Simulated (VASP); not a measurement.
A run of VASP 6.6.1:

Contents of POSCAR:

```
Hf3N2
1.0
    1.5994260774      0.9234290764      7.7548432223
   -1.5994260774      0.9234290764      7.7548432223
    0.0000000000     -1.8468581527      7.7548432223
Hf N
3 2
Direct
    0.7794186600      0.7794186600      0.7794186600
    0.2205813400      0.2205813400      0.2205813400
    0.0000000000      0.0000000000      0.0000000000
    0.6119155300      0.6119155300      0.6119155300
    0.3880844700      0.3880844700      0.3880844700
```

File INCAR.step1:

```
SYSTEM = Hf3N2
  PREC = Accurate
  ENCUT = 520
  ISMEAR = 0
  SIGMA = 0.1
  LREAL = .FALSE.
  LASPH = .TRUE.
  NELM = 100
  NBANDS = 28
  GGA = PE
  ALGO = Normal
  EDIFF = 1E-4
  LWAVE = .TRUE.
  LCHARG = .FALSE.
```

INCAR.step2

```
SYSTEM = Hf3N2
  PREC = Accurate
  ENCUT = 520
  EDIFF = 1E-6
  ISMEAR = 0
  SIGMA = 0.1
  LREAL = .FALSE.
  LASPH = .TRUE.
  NELM = 100
  ALGO = Normal
  ISIF = 2
  LWAVE = .FALSE.
  LCHARG = .FALSE.
  METAGGA = R2SCAN
  LMIXTAU = .TRUE.
  NBANDS = 28
  ISTART = 1
```

File KPOINTS:

```
regular mesh
0
G
  1 1 1
  0 0 0
```

Potentials or basis: VASP PAW PBE potentials, release 64 (Hf_pv, N).

The run is started by

```bash
$ cat potpaw_PBE.64/Hf_pv/POTCAR potpaw_PBE.64/N/POTCAR > POTCAR
$ cp INCAR.step1 INCAR
$ mpirun -np 1 vasp_gam > vasp.out
$ cp INCAR.step2 INCAR
$ mpirun -np 1 vasp_gam > vasp.out
```

Hardware: 1 thread of Intel Xeon 8259CL, on a shared host.

Question: How long does it take, and how much memory?

Answer: Run time: 3.4 min on 1 thread of Intel Xeon 8259CL, on a shared host, peak memory 0.53 GiB. Counts: k points 1.
